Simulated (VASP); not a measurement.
# Bi2Se3 (R-3m) in VASP: a series of runs

Runs on Bi2Se3. Level: PBE. Tasks: single point.

Everything below comes from runs of VASP 6.6.1. Logs are shortened: lines on timing, memory, paths and dates and some standing lists are left out, and cuts for length are marked.

## (1) The cell of the first run

Symmetry: R-3m, No. 166, trigonal system. Conventional cell: a = 4.142 Å, b = 4.142 Å, c = 29.848 Å, α = 90.00°, β = 90.00°, γ = 120.00°. Bi (site symmetry 3m) has 6 Se at 2.86 to 3.08 Å within 3.8 Å. Se (site symmetry 3m) has 3 Bi at 2.86 Å and 3 Se at 3.79 Å within 3.8 Å. Within 4.3 Å of Se (site symmetry -3m) lie 6 Bi at 3.08 Å and 12 Se at 4.14 to 4.24 Å.

## (2) Single point, PBE (uniaxial z strain +2.0%)

INCAR

```
SYSTEM = Bi2Se3
  PREC = Accurate
  ENCUT = 520
  EDIFF = 1E-6
  ISMEAR = -1
  SIGMA = 0.02
  LREAL = .FALSE.
  LASPH = .TRUE.
  NELM = 60
  ALGO = Normal
  ISIF = 2
  LWAVE = .FALSE.
  LCHARG = .FALSE.
  GGA = PE
  NBANDS = 32
```

KPOINTS

```
regular mesh
0
G
  8 8 8
  0 0 0
```

POSCAR

```
Bi2Se3
1.0
    2.0711835690      1.1957983911      9.9494025410
   -2.0711835690      1.1957983911      9.9494025410
    0.0000000000     -2.3915967823      9.9494025410
Bi Se
2 3
Direct
    0.3984210047      0.3984210047      0.3984210047
    0.6015789953      0.6015789953      0.6015789953
    0.2159455740      0.2159455740      0.2159455740
    0.7840544260      0.7840544260      0.7840544260
    0.0000000000      0.0000000000      0.0000000000
```

Potentials or basis: VASP PAW PBE potentials, release 64 (Bi_d, Se).

Started as:

```
> cat potpaw_PBE.64/Bi_d/POTCAR potpaw_PBE.64/Se/POTCAR > POTCAR
> mpirun -np 1 vasp_std > vasp.out
```

OUTCAR:

```text
SYSTEM = Bi2Se3
   PREC = Accurate
   ENCUT = 520
   EDIFF = 1E-6
   ISMEAR = -1
   LREAL = .FALSE.
   LASPH = .TRUE.
   NELM = 60
   ISIF = 2
   GGA = PE

 ion  position               nearest neighbor table
   1  0.398  0.398  0.398-   4 2.86   4 2.86   4 2.86   5 3.08   5 3.08   5 3.08
   2  0.602  0.602  0.602-   3 2.86   3 2.86   3 2.86   5 3.08   5 3.08   5 3.08
   3  0.216  0.216  0.216-   2 2.86   2 2.86   2 2.86
   4  0.784  0.784  0.784-   1 2.86   1 2.86   1 2.86
   5  0.000  0.000  0.000-   2 3.08   2 3.08   1 3.08   1 3.08   2 3.08   1 3.08

  LATTYP: Found a trigonal (rhomboedric) cell.
 ALAT       =    10.2328073417
 COS(alpha) =     0.9180634668

  Lattice vectors:

 A1 = (   2.0711835690,   1.1957983911,   9.9494025410)
 A2 = (  -2.0711835690,   1.1957983911,   9.9494025410)
 A3 = (   0.0000000000,  -2.3915967823,   9.9494025410)

Analysis of symmetry for initial positions (statically):
=====================================================================
 Subroutine PRICEL returns:
 Original cell was already a primitive cell.

 Routine SETGRP: Setting up the symmetry group for a
 trigonal (rhombohedral) supercell.

 Subroutine GETGRP returns: Found 12 space group operations
 (whereof 12 operations were pure point group operations)
 out of a pool of 12 trial point group operations.

The static configuration has the point symmetry D_3d.

Analysis of symmetry for dynamics (positions and initial velocities):
=====================================================================
 Subroutine PRICEL returns:
 Original cell was already a primitive cell.

 Routine SETGRP: Setting up the symmetry group for a
 trigonal (rhombohedral) supercell.

 Subroutine GETGRP returns: Found 12 space group operations
 (whereof 12 operations were pure point group operations)
 out of a pool of 12 trial point group operations.

The dynamic configuration has the point symmetry D_3d.

 Subroutine INISYM returns: Found 12 space group operations
 (whereof 12 operations are pure point group operations),
 and found     1 'primitive' translations

----------------------------------------------------------------------------------------

                                     Primitive cell

  volume of cell :     147.8512

[... 87 lines left out ...]
   ICHARG =      2    charge: 1-file 2-atom 10-const
   ISPIN  =      1    spin polarized calculation?
   LNONCOLLINEAR =      F non collinear calculations
   LSORBIT =      F    spin-orbit coupling
   LASPH  =      T    aspherical Exc in radial PAW
   ENCUT  =  520.0 eV  38.22 Ry    6.18 a.u.  19.03 19.03 19.03*2*pi/ulx,y,z
   NELM   =     60;   NELMIN=  2; NELMDL= -5     # of ELM steps
   EDIFF  = 0.1E-05   stopping-criterion for ELM
   LREAL  =      F    real-space projection
   EDIFFG = 0.1E-04   stopping-criterion for IOM
   NSW    =      0    number of steps for IOM
   IBRION =     -1    ionic relax: 0-MD 1-quasi-New 2-CG
   NFREE  =      0    steps in history (QN), initial steepest desc. (CG)
   ISIF   =      2    stress and relaxation
   ISYM   =      2    0-nonsym 1-usesym 2-fastsym
   POTIM  = 0.5000    time-step for ionic-motion
   TEBEG  =    0.0;   TEEND  =   0.0 temperature during run
   PSTRESS=    0.0 pullay stress
   NELECT =      48.0000    total number of electrons
   NUPDOWN=      -1.0000    fix difference up-down
   EMIN   =  10.00;   EMAX   =-10.00  energy-range for DOS
   EFERMI =   0.00;   METHOD = LEGACY
   ISMEAR =    -1;   SIGMA  =   0.02  broadening in eV -4-tet -1-fermi 0-gaus
   EFERMI_NEDOS =   21; number of points for ismear=-14 and -15
   IALGO  =     38    algorithm
   IMIX   =      4    mixing-type and parameters
     AMIX     =   0.40;   BMIX     =  1.00
     AMIX_MAG =   1.60;   BMIX_MAG =  1.00
  volume/ion in A,a.u.               =      29.57       199.55
  Fermi-wavevector in a.u.,A,eV,Ry     =   1.125158  2.126241 17.224721  1.265981
  Thomas-Fermi vector in A             =   2.261834
   LORBIT       =      0    0 simple, 1 ext, 2 COOP (PROOUT), +10 PAW based schemes
   GGA     = PE    functional components
   LHFCALC =     F    Hartree Fock is set to
   AEXX    =    0.0000 exact exchange contribution
   IVDW    =     0    specifies the selected vdW correction
   LEPSILON=     F    determine dielectric tensor
   LRPA    =     F    only Hartree local field effects (RPA)
 non-spin polarized calculation
  energy-cutoff  :      520.00
  volume of cell :      147.85
 maximum number of plane-waves:      4009
 NGX is ok and might be reduce to    80
   NGX = 37   NGY = 37   NGZ = 37

 number of electron      48.0000001 magnetization

 Free energy of the ion-electron system (eV)
  ---------------------------------------------------
  ext. energy  EPLUGINS =         0.00000000
  ---------------------------------------------------
  free energy    TOTEN  =       -20.20471045 eV

  energy without entropy =      -20.20471043  energy(sigma->0) =      -20.20471044

 E-fermi :   4.5624     XC(G=0):  -9.2624

 val. band max:        4.3305819803   @ k =   0.0000   0.0000   0.0000
 cond. band min:       4.7951929831   @ k =   0.0000   0.0000   0.0000
 fundamental gap:      0.4646110028
 Fermi energy:         4.5623506787

 k-point     1 :       0.0000    0.0000    0.0000
  band No.  band energies     occupation
      1     -18.6016      2.00000
      2     -18.6016      2.00000
      3     -18.6000      2.00000
      4     -18.6000      2.00000
      5     -18.5932      2.00000
      6     -18.5908      2.00000
[... 829 lines left out ...]
     31       9.2473      0.00000
     32      10.9315      0.00000

 [... further k-points ...]
[... 5 lines left out ...]
  --------------------------------------------------------------------------------------
  -------------------------------------------------------------------------------------
  Total        1.6971223      1.6971223      1.3733461      0.0000000     -0.0000000      0.0000000
  in kB       18.3907276     18.3907276     14.8821537      0.0000000     -0.0000000      0.0000000
  external PRESSURE =      17.2212030 kB  Pullay stress =       0.0000000 kB

 VOLUME and BASIS-vectors are now :
 -----------------------------------------------------------------------------
  energy-cutoff  :      520.00
  volume of cell :      147.85
      direct lattice vectors                 reciprocal lattice vectors
     2.071183569  1.195798391  9.949402541     0.241407863  0.139376895  0.033502849
    -2.071183569  1.195798391  9.949402541    -0.241407863  0.139376895  0.033502849
     0.000000000 -2.391596782  9.949402541     0.000000000 -0.278753790  0.033502849

 POSITION                                       TOTAL-FORCE (eV/Angst)
 -----------------------------------------------------------------------------------
      0.00000     -0.00000     11.89215         0.000000      0.000000     -0.096535
      0.00000     -0.00000     17.95605         0.000000     -0.000000      0.096535
      0.00000     -0.00000      6.44559         0.000000      0.000000     -0.168682
      0.00000     -0.00000     23.40262         0.000000     -0.000000      0.168682
      0.00000      0.00000      0.00000         0.000000      0.000000      0.000000
 -----------------------------------------------------------------------------------
    total drift:                                0.000000      0.000000      0.000000

  FREE ENERGIE OF THE ION-ELECTRON SYSTEM (eV)
  ---------------------------------------------------
  free  energy   TOTEN  =       -20.2047104515 eV

  energy  without entropy=      -20.2047104305  energy(sigma->0) =      -20.20471044
```

OSZICAR:

```text
N       E                     dE             d eps       ncg     rms          rms(c)
DAV:   1     0.466536489248E+03    0.46654E+03   -0.22695E+04  4160   0.154E+03
DAV:   2     0.335275509099E+02   -0.43301E+03   -0.41454E+03  4320   0.407E+02
DAV:   3    -0.188436951966E+02   -0.52371E+02   -0.49873E+02  5520   0.149E+02
DAV:   4    -0.209546330375E+02   -0.21109E+01   -0.21023E+01  4640   0.315E+01
DAV:   5    -0.210310975136E+02   -0.76464E-01   -0.76456E-01  5984   0.623E+00    0.510E+00
DAV:   6    -0.201888263684E+02    0.84227E+00   -0.11228E+00  5696   0.747E+00    0.313E+00
DAV:   7    -0.201963790812E+02   -0.75527E-02   -0.37885E-01  4600   0.254E+00    0.167E+00
DAV:   8    -0.202035116652E+02   -0.71326E-02   -0.43892E-02  5000   0.114E+00    0.559E-01
DAV:   9    -0.202044320018E+02   -0.92034E-03   -0.19288E-03  5616   0.433E-01    0.133E-01
DAV:  10    -0.202046222956E+02   -0.19029E-03   -0.11149E-03  4784   0.167E-01    0.556E-02
DAV:  11    -0.202046745458E+02   -0.52250E-04   -0.12240E-04  4768   0.719E-02    0.329E-02
DAV:  12    -0.202047090549E+02   -0.34509E-04   -0.56325E-05  4472   0.354E-02    0.695E-03
DAV:  13    -0.202047104198E+02   -0.13649E-05   -0.29544E-06  4584   0.146E-02    0.401E-03
DAV:  14    -0.202047104515E+02   -0.31697E-07   -0.79941E-07  3040   0.592E-03
   1 F= -.20204710E+02 E0= -.20204710E+02  d E =-.209976E-07
```

stdout:

```text
POSCAR found type information on POSCAR BiSe
 POSCAR found :  2 types and       5 ions
 scaLAPACK will be used
 LDA part: xc-table for (Slater+PW92), standard interpolation
 POSCAR, INCAR and KPOINTS ok, starting setup
 FFT: planning ... GRIDC
 FFT: planning ... GRID_SOFT
 FFT: planning ... GRID
 WAVECAR not read
 entering main loop
```

It took 23 min on 1 thread of Intel Xeon Platinum 8488C (Sapphire Rapids), shared host; peak memory 1 GiB.

Results:

```yaml
Free_energy: -20.2047 eV
Pressure: 1.7 GPa
Largest_force: 0.169 eV/Å
Band_gap_on_the_k_mesh: 0.46 eV
```

Forces in eV/Å, atoms in the order of the input:
```
Bi   0.000  0.000 -0.097
Bi   0.000  0.000  0.097
Se   0.000  0.000 -0.169
Se   0.000  0.000  0.169
Se   0.000  0.000  0.000
```

Caveat: the cell differs from its parent crystal (uniaxial z strain +2.0%); spin-orbit coupling is left out, which moves the levels of the heavy elements.

## (3) Single point, PBE (uniaxial z strain -4.0%)

INCAR

```
SYSTEM = Bi2Se3
PREC = Accurate
ENCUT = 520
EDIFF = 1E-6
ISMEAR = -1
SIGMA = 0.02
LREAL = .FALSE.
LASPH = .TRUE.
NELM = 60
ALGO = Normal
ISIF = 2
LWAVE = .FALSE.
LCHARG = .FALSE.
GGA = PE
NBANDS = 32
```

KPOINTS

```
Automatic mesh
0
G
  8 8 8
  0 0 0
```

POSCAR

```
Bi2Se3
1.0
    2.0711835690      1.1957983911      9.3641435680
   -2.0711835690      1.1957983911      9.3641435680
    0.0000000000     -2.3915967823      9.3641435680
Bi Se
2 3
Direct
    0.4008819023      0.4008819023      0.4008819023
    0.5991180977      0.5991180977      0.5991180977
    0.2109290891      0.2109290891      0.2109290891
    0.7890709109      0.7890709109      0.7890709109
    0.0000000000      0.0000000000      0.0000000000
```

Potentials or basis: VASP PAW PBE potentials, release 64 (Bi_d, Se).

Started as:

```
> cat potpaw_PBE.64/Bi_d/POTCAR potpaw_PBE.64/Se/POTCAR > POTCAR
> mpirun -np 1 vasp_std > vasp.out
```

Wall time 16 min (1 thread of AMD EPYC 9R45 (Zen 5), shared host); peak memory 0.8 GiB.

It converged, with:

| Property | Result |
| --- | --- |
| Free energy | -20.1069 eV |
| Pressure | 3.6 GPa |
| Largest force | 0.220 eV/Å |
| Band gap on the k mesh | 0.12 eV |

Forces in eV/Å, atoms in the order of the input:
```
Bi   0.000  0.000 -0.101
Bi   0.000  0.000  0.101
Se   0.000  0.000 -0.220
Se   0.000  0.000  0.220
Se   0.000  0.000  0.000
```

Stress tensor (GPa, compression positive):
```
3.36 0.00 0.00
0.00 3.36 0.00
0.00 0.00 3.94
```

Levels at points of the mesh, in eV from the valence-band top:
```csv
k point,band 20,band 21,band 22,band 23,band 24,band 25,band 26,band 27,band 28,band 29
"(0.00, 0.00, 0.00)",-1.97,-1.97,-1.31,-1.31,0.00,0.12,1.28,1.28,2.08,2.73
"(0.50, 0.00, 0.00)",-3.14,-3.09,-2.24,-1.29,-0.53,0.79,1.85,2.97,3.26,4.03
"(0.50, 0.50, 0.00)",-2.63,-1.98,-1.91,-1.78,-0.95,1.36,1.96,2.61,3.02,3.52
"(0.50, 0.50, 0.50)",-1.70,-1.61,-1.53,-1.53,-0.49,0.60,1.64,1.64,2.00,2.33
```

Caveat: the cell differs from its parent crystal (uniaxial z strain -4.0%); the cell stands under pressure; spin-orbit coupling is left out, which moves the levels of the heavy elements. A k mesh can miss the band edges.
